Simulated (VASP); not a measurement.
# Hf2NO (P-4m2) in VASP: further runs

Runs on Hf2NO. Level: PBE. Tasks: single point, relaxation of cell and atoms.

All numbers are computed with VASP 6.6.1; they aren't measurements. Logs are shortened: lines on timing, memory, paths and dates and some standing lists are left out, and cuts for length are marked.

### Step 1. The cell of the first run

It takes space group P-4m2 (No. 115, tetragonal). The conventional cell has a = 3.486 Å, b = 3.486 Å, c = 4.952 Å, α = 90.00°, β = 90.00°, γ = 90.00°. Hf (site symmetry 2mm) has 2 N at 2.10 Å and 2 O at 2.17 Å within 2.8 Å. Within 2.8 Å of N (site symmetry -4m2) lie 4 Hf at 2.10 Å. O (site symmetry -4m2) has 4 Hf at 2.17 Å within 2.9 Å.

The cell was generated, and may not be a known phase.

### Step 2. Single point, PBE

INCAR reads:

```
ALGO = Normal
EDIFF = 1E-7
ENCUT = 520
GGA = PE
ISIF = 2
ISMEAR = 0
LASPH = True
LCHARG = False
LREAL = False
LWAVE = False
NBANDS = 24
NELM = 80
PREC = Accurate
SIGMA = 0.1
```

KPOINTS reads:

```
k-points
0
Gamma
  14 14 10
```

POSCAR reads:

```
Hf2NO
1.0
    3.4864156679      0.0000000000      0.0000000000
    0.0000000000      3.4864156679      0.0000000000
    0.0000000000      0.0000000000      4.9516333224
Hf N O
2 1 1
Direct
    0.5000000000      0.0000000000      0.7381408795
    0.0000000000      0.5000000000      0.2618591205
    0.0000000000      0.0000000000      0.5000000000
    0.5000000000      0.5000000000      0.0000000000
```

Potentials or basis: VASP PAW PBE potentials, release 64 (Hf_pv, N, O).

The run is started by

```sh
> cat potpaw_PBE.64/Hf_pv/POTCAR potpaw_PBE.64/N/POTCAR potpaw_PBE.64/O/POTCAR > POTCAR
> mpirun -np 1 vasp_std > vasp.out
```

OUTCAR:

```text
EDIFF = 1E-7
   ENCUT = 520
   GGA = PE
   ISIF = 2
   ISMEAR = 0
   LASPH = True
   LREAL = False
   NELM = 80
   PREC = Accurate

 ion  position               nearest neighbor table
   1  0.500  0.000  0.738-   3 2.10   3 2.10   4 2.17   4 2.17   2 3.41   2 3.41   2 3.41   2 3.41
                             2 3.58   2 3.58   2 3.58   2 3.58
   2  0.000  0.500  0.262-   3 2.10   3 2.10   4 2.17   4 2.17   1 3.41   1 3.41   1 3.41   1 3.41
                             1 3.58   1 3.58   1 3.58   1 3.58
   3  0.000  0.000  0.500-   1 2.10   2 2.10   2 2.10   1 2.10
   4  0.500  0.500  0.000-   1 2.17   2 2.17   1 2.17   2 2.17

  LATTYP: Found a simple tetragonal cell.
 ALAT       =     3.4864156679
 C/A-ratio  =     1.4202647630

  Lattice vectors:

 A1 = (   3.4864156679,   0.0000000000,   0.0000000000)
 A2 = (   0.0000000000,   3.4864156679,   0.0000000000)
 A3 = (   0.0000000000,   0.0000000000,   4.9516333224)

Analysis of symmetry for initial positions (statically):
=====================================================================
 Subroutine PRICEL returns:
 Original cell was already a primitive cell.

 Routine SETGRP: Setting up the symmetry group for a
 simple tetragonal supercell.

 Subroutine GETGRP returns: Found  8 space group operations
 (whereof  8 operations were pure point group operations)
 out of a pool of 16 trial point group operations.

The static configuration has the point symmetry D_2d.

Analysis of symmetry for dynamics (positions and initial velocities):
=====================================================================
 Subroutine PRICEL returns:
 Original cell was already a primitive cell.

 Routine SETGRP: Setting up the symmetry group for a
 simple tetragonal supercell.

 Subroutine GETGRP returns: Found  8 space group operations
 (whereof  8 operations were pure point group operations)
 out of a pool of 16 trial point group operations.

The dynamic configuration has the point symmetry D_2d.

 Subroutine INISYM returns: Found  8 space group operations
 (whereof  8 operations are pure point group operations),
 and found     1 'primitive' translations

----------------------------------------------------------------------------------------

                                     Primitive cell

  volume of cell :      60.1876

  direct lattice vectors                    reciprocal lattice vectors
     3.486415668  0.000000000  0.000000000     0.286827532  0.000000000  0.000000000
     0.000000000  3.486415668  0.000000000     0.000000000  0.286827532  0.000000000
     0.000000000  0.000000000  4.951633322     0.000000000  0.000000000  0.201953565

  length of vectors
     3.486415668  3.486415668  4.951633322     0.286827532  0.286827532  0.201953565

  position of ions in fractional coordinates (direct lattice)
     0.500000000  0.000000000  0.738140880
     0.000000000  0.500000000  0.261859120
     0.000000000  0.000000000  0.500000000
     0.500000000  0.500000000  0.000000000

  ion indices of the primitive-cell ions
   primitive index   ion index
                 1           1
                 2           2
                 3           3
                 4           4

----------------------------------------------------------------------------------------

 KPOINTS: k-points

Automatic generation of k-mesh.
 Grid dimensions read from file:
 generate k-points for:   14   14   10

 Generating k-lattice:

  Cartesian coordinates                     Fractional coordinates (reciprocal lattice)
     0.020487681  0.000000000  0.000000000     0.071428571  0.000000000  0.000000000
     0.000000000  0.020487681  0.000000000     0.000000000  0.071428571  0.000000000
     0.000000000  0.000000000  0.020195356     0.000000000  0.000000000  0.100000000

  Length of vectors
     0.020487681  0.020487681  0.020195356

  Shift w.r.t. Gamma in fractional coordinates (k-lattice)
     0.000000000  0.000000000  0.000000000

 Subroutine IBZKPT returns following result:
 ===========================================

 Found    216 irreducible k-points:

 Following reciprocal coordinates:
            Coordinates               Weight
  0.000000  0.000000  0.000000      1.000000
  0.071429  0.000000  0.000000      4.000000
  0.142857  0.000000  0.000000      4.000000
  0.214286  0.000000  0.000000      4.000000
  0.285714  0.000000  0.000000      4.000000
  0.357143  0.000000  0.000000      4.000000
[... 16 lines left out ...]
  0.285714  0.214286  0.000000      8.000000
  0.357143  0.214286  0.000000      8.000000
 [... further k-points ...]
   k-points           NKPTS =    216   k-points in BZ     NKDIM =    216   number of bands    NBANDS=     24
   number of dos      NEDOS =    301   number of ions     NIONS =      4
   total plane-waves  NPLWV =  31360
   dimension x,y,z NGX =    28 NGY =   28 NGZ =   40
   dimension x,y,z NGXF=    56 NGYF=   56 NGZF=   80
   ions per type =               2   1   1
   NGX,Y,Z   is equivalent  to a cutoff of  13.35, 13.35, 13.43 a.u.
   NGXF,Y,Z  is equivalent  to a cutoff of  26.70, 26.70, 26.86 a.u.
 SYSTEM =  unknown system
   PREC   = accura    normal or accurate (medium, high low for compatibility)
   ISTART =      0    job   : 0-new  1-cont  2-samecut
   ICHARG =      2    charge: 1-file 2-atom 10-const
   ISPIN  =      1    spin polarized calculation?
   LNONCOLLINEAR =      F non collinear calculations
   LSORBIT =      F    spin-orbit coupling
   LASPH  =      T    aspherical Exc in radial PAW
   ENCUT  =  520.0 eV  38.22 Ry    6.18 a.u.   6.48  6.48  9.21*2*pi/ulx,y,z
   NELM   =     80;   NELMIN=  2; NELMDL= -5     # of ELM steps
   EDIFF  = 0.1E-06   stopping-criterion for ELM
   LREAL  =      F    real-space projection
   EDIFFG = 0.1E-05   stopping-criterion for IOM
   NSW    =      0    number of steps for IOM
   IBRION =     -1    ionic relax: 0-MD 1-quasi-New 2-CG
   NFREE  =      0    steps in history (QN), initial steepest desc. (CG)
   ISIF   =      2    stress and relaxation
   ISYM   =      2    0-nonsym 1-usesym 2-fastsym
   POTIM  = 0.5000    time-step for ionic-motion
   TEBEG  =    0.0;   TEEND  =   0.0 temperature during run
   PSTRESS=    0.0 pullay stress
   NELECT =      31.0000    total number of electrons
   NUPDOWN=      -1.0000    fix difference up-down
   EMIN   =  10.00;   EMAX   =-10.00  energy-range for DOS
   EFERMI =   0.00;   METHOD = LEGACY
   ISMEAR =     0;   SIGMA  =   0.10  broadening in eV -4-tet -1-fermi 0-gaus
   EFERMI_NEDOS =   21; number of points for ismear=-14 and -15
   IALGO  =     38    algorithm
   IMIX   =      4    mixing-type and parameters
     AMIX     =   0.40;   BMIX     =  1.00
     AMIX_MAG =   1.60;   BMIX_MAG =  1.00
  volume/ion in A,a.u.               =      15.05       101.54
  Fermi-wavevector in a.u.,A,eV,Ry     =   1.312280  2.479849 23.430299  1.722078
  Thomas-Fermi vector in A             =   2.442683
   LORBIT       =      0    0 simple, 1 ext, 2 COOP (PROOUT), +10 PAW based schemes
   GGA     = PE    functional components
   LHFCALC =     F    Hartree Fock is set to
   AEXX    =    0.0000 exact exchange contribution
   IVDW    =     0    specifies the selected vdW correction
   LEPSILON=     F    determine dielectric tensor
   LRPA    =     F    only Hartree local field effects (RPA)
 non-spin polarized calculation
 Gauss-broadening in eV      SIGMA  =   0.10
  energy-cutoff  :      520.00
  volume of cell :       60.19
 maximum number of plane-waves:      1659
 NGX is ok and might be reduce to    28
   NGX = 13   NGY = 13   NGZ = 19

 number of electron      30.9999993 magnetization

 Free energy of the ion-electron system (eV)
  ---------------------------------------------------
  ext. energy  EPLUGINS =         0.00000000
  ---------------------------------------------------
  free energy    TOTEN  =       -40.44206877 eV

  energy without entropy =      -40.43300928  energy(sigma->0) =      -40.43753902

 E-fermi :   5.8962     XC(G=0): -11.1354

 val. band max:        5.8877524902   @ k =   0.5000   0.0000   0.1000
 cond. band min:       5.9102158507   @ k =   0.1429   0.0000   0.4000
 fundamental gap:      0.0224633605
 Fermi energy:         5.8961781089

 k-point     1 :       0.0000    0.0000    0.0000
  band No.  band energies     occupation
      1     -26.1509      2.00000
      2     -25.8205      2.00000
      3     -25.8205      2.00000
      4     -25.6807      2.00000
      5     -25.6671      2.00000
      6     -25.6671      2.00000
[... 16 lines left out ...]
     23      11.4543      0.00000
     24      11.4824      0.00000

 k-point     2 :       0.0714    0.0000    0.0000
  band No.  band energies     occupation
      1     -26.1448      2.00000
      2     -25.8303      2.00000
      3     -25.8179      2.00000
      4     -25.6847      2.00000
      5     -25.6817      2.00000
      6     -25.6682      2.00000
[... 16 lines left out ...]
     23      11.3660      0.00000
     24      11.5784      0.00000

 k-point     3 :       0.1429    0.0000    0.0000
  band No.  band energies     occupation
      1     -26.1275      2.00000
      2     -25.8567      2.00000
      3     -25.8103      2.00000
      4     -25.7255      2.00000
      5     -25.6938      2.00000
      6     -25.6715      2.00000
[... 16 lines left out ...]
     23      11.2343      0.00000
     24      11.6683      0.00000
[... 514 lines left out ...]
 k-point    23 :       0.2857    0.2143    0.0000
  band No.  band energies     occupation
      1     -26.0624      2.00000
      2     -25.9383      2.00000
      3     -25.8937      2.00000
      4     -25.8266      2.00000
      5     -25.7501      2.00000
      6     -25.7364      2.00000
[... 16 lines left out ...]
     23      11.1874      0.00000
     24      11.4235      0.00000

 k-point    24 :       0.3571    0.2143    0.0000
  band No.  band energies     occupation
      1     -26.0649      2.00000
      2     -25.9828      2.00000
      3     -25.8988      2.00000
      4     -25.8186      2.00000
      5     -25.7703      2.00000
      6     -25.7481      2.00000
[... 16 lines left out ...]
     23      11.1133      0.00000
     24      11.4106      0.00000

 [... further k-points ...]

------------------------ aborting loop because EDIFF is reached ----------------------------------------

  FORCE on cell =-STRESS in cart. coord.  units (eV):
  Direction    XX          YY          ZZ          XY          YZ          ZX
  --------------------------------------------------------------------------------------
  -------------------------------------------------------------------------------------
  Total       -0.5589449     -0.5589449     -0.5712722      0.0000000      0.0000000      0.0000000
  in kB      -14.8789659    -14.8789659    -15.2071172      0.0000000      0.0000000      0.0000000
  external PRESSURE =     -14.9883497 kB  Pullay stress =       0.0000000 kB

 VOLUME and BASIS-vectors are now :
 -----------------------------------------------------------------------------
  energy-cutoff  :      520.00
  volume of cell :       60.19
      direct lattice vectors                 reciprocal lattice vectors
     3.486415668  0.000000000  0.000000000     0.286827532  0.000000000  0.000000000
     0.000000000  3.486415668  0.000000000     0.000000000  0.286827532  0.000000000
     0.000000000  0.000000000  4.951633322     0.000000000  0.000000000  0.201953565

 POSITION                                       TOTAL-FORCE (eV/Angst)
 -----------------------------------------------------------------------------------
      1.74321      0.00000      3.65500         0.000000     -0.000000      0.016180
      0.00000      1.74321      1.29663         0.000000     -0.000000     -0.016180
      0.00000      0.00000      2.47582         0.000000     -0.000000      0.000000
      1.74321      1.74321      0.00000         0.000000      0.000000      0.000000
 -----------------------------------------------------------------------------------
    total drift:                               -0.000000      0.000000     -0.000000

  FREE ENERGIE OF THE ION-ELECTRON SYSTEM (eV)
  ---------------------------------------------------
  free  energy   TOTEN  =       -40.4420687691 eV

  energy  without entropy=      -40.4330092781  energy(sigma->0) =      -40.43753902
```

It took 2.5 min on 1 thread of Intel Xeon 6975P-C (Granite Rapids), shared host; peak memory 0.4 GiB.

Results:

```
Free energy            : -40.4421 eV
Pressure               : -1.5 GPa
Largest force          : 0.016 eV/Å
Band gap on the k mesh : zero (an odd number of electrons rules out a gap without spin polarisation)
```

Forces in eV/Å, atoms in the order of the input:
```
Hf   0.000  0.000  0.016
Hf   0.000  0.000 -0.016
N    0.000  0.000  0.000
O    0.000  0.000  0.000
```

Levels at points of the mesh, in eV from the Fermi level:
```
           k point  band 14  band 15  band 16  band 17  band 18  band 19
(0.00, 0.00, 0.00)    -4.66    -2.21    -1.22     1.09     1.90     1.92
(0.50, 0.00, 0.00)    -5.08    -0.06     0.19     0.83     1.26     1.59
(0.50, 0.50, 0.00)    -3.75    -1.43    -1.35     1.29     1.29     3.59
(0.00, 0.00, 0.50)    -5.04    -0.68    -0.43     1.00     1.02     2.48
(0.50, 0.00, 0.50)    -5.25     0.33     0.68     1.80     2.00     2.50
(0.50, 0.50, 0.50)    -3.72    -1.49    -1.49     0.72     0.72     3.05
```

Caveat: spin-orbit coupling is left out, which moves the levels of the heavy elements; an odd number of electrons without spin polarisation forces a metal; a magnetic or distorted state may lie lower.

(Part 1 of 2 ends here.)

The gap in the log of VASP goes by the Fermi energy; the results here count the filled bands.